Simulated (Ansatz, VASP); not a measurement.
## Two plane-wave programs on Pt

INCAR

```
SYSTEM = Pt
PREC = Accurate
ENCUT = 520
EDIFF = 1E-7
ISMEAR = -1
SIGMA = 0.1
LREAL = .FALSE.
LASPH = .TRUE.
NELM = 60
ALGO = Normal
ISIF = 2
LWAVE = .FALSE.
LCHARG = .FALSE.
GGA = RE
NBANDS = 22
```

File KPOINTS:

```
regular mesh
0
G
  9 9 13
  0 0 0
```

File POSCAR:

```
Pt
1.0
    4.7282124563      0.0000000000      0.0000000000
   -2.3641062282      4.0947521017      0.0000000000
    0.0000000000      0.0000000000      2.8191531772
Pt
3
Direct
    1.0000000000      1.0000000000      0.0000000000
    0.3333333333      0.6666666667      0.5000000000
    0.6666666667      0.3333333333      0.5000000000
```

Input for Ansatz:

```yaml
crystal:
  lattice:
    - [4.7282124563, 0.0, 0.0]
    - [-2.3641062282, 4.0947521017, 0.0]
    - [0.0, 0.0, 2.8191531772]
  atoms:
    - { symbol: Pt, position: [1.0, 1.0, 0.0] }
    - { symbol: Pt, position: [0.3333333333, 0.6666666667, 0.5] }
    - { symbol: Pt, position: [0.6666666667, 0.3333333333, 0.5] }
hamiltonian:
  xc: revpbe
  pseudopotentials:
    kind: paw
    azcp:
      Pt: "pseudopotentials/Pt.paw.azcp"
basis:
  ecutwfc: 420
  fft_grid_basis: typed
kpoints:
  mp_grid: { grid: [9, 9, 13], shift: [0, 0, 0] }
magnetization:
  spin_polarized: false
scf:
  occupations: { method: fermi_dirac, width: 0.1 }
  lower_state_search: "off"
output:
  stress: true
```

Alike in both runs: task single point; functional revPBE; k mesh 9 × 9 × 13; occupations fermi-dirac, width 0.1 eV; no spin polarisation.

```csv
,VASP,Ansatz
version,VASP 6.6.1,Ansatz 0.2.0
potentials or method,"VASP PAW PBE potentials, release 64 (Pt), cutoff 520 eV","plane waves (420 eV) with PAW, scalar-relativistic"
valence electrons in the cell,30,54
```

```csv
,VASP,Ansatz,Ansatz less VASP
pressure (GPa),-18.4,-18.1,+0.27
"traceless stress, the component that is largest in VASP (GPa)",0.32,0.33,+0.010
```

VASP's potentials were made for PBE, not for revPBE. VASP's potentials hold 30 valence electrons a cell and Ansatz's 54, so a difference there can come from the potentials and not from the codes.

Neither program's run includes spin-orbit coupling.
